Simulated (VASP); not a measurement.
The system is Ti.

```
CELL_PARAMETERS angstrom
-1.64100 1.64100 1.64100
1.64100 -1.64100 1.64100
1.64100 1.64100 -1.64100
ATOMIC_POSITIONS crystal
Ti 0.00000 0.00000 0.00000
```

* Program: VASP 6.6.1
* Task: relaxation of cell and atoms
* Functional: LDA
* Potentials or basis: VASP PAW LDA potentials, release 64 (Ti_sv)
* Cutoff: 600 eV
* k mesh: 11 × 11 × 11
* Occupations: fermi-dirac, width 0.05 eV
* Spin: no spin polarisation

At the start: pressure -11.0 GPa; volume 17.68 Å³/atom.

Question: Where does the relaxation end?

Answer: Over 3 steps the energy falls by 68.9 meV/atom and the volume is 15.83 Å³/atom (-10.4 %); space group Im-3m (No. 229, to 0.05 Å).

Step by step:
```tsv
step	energy change (eV)	largest force (eV/Å)	pressure (GPa)	volume (Å³)
1	0.0000	0.0000	-10.97	17.68
2	-0.0392	0.0000	9.36	14.76
3	-0.0689	0.0000	-0.01	15.83
```

Final structure:
```cif
data_structure
_symmetry_space_group_name_H-M 'P 1'
_symmetry_Int_Tables_number 1
_cell_length_a 2.7398
_cell_length_b 2.7398
_cell_length_c 2.7398
_cell_angle_alpha 109.471
_cell_angle_beta 109.471
_cell_angle_gamma 109.471
_cell_volume 15.83
loop_
_atom_site_label
_atom_site_type_symbol
_atom_site_fract_x
_atom_site_fract_y
_atom_site_fract_z
_atom_site_occupancy
Ti1 Ti 0.00000 0.00000 0.00000 1
```

Caveat: the volume moved by -10 % from the deposited cell, more than functionals usually miss.
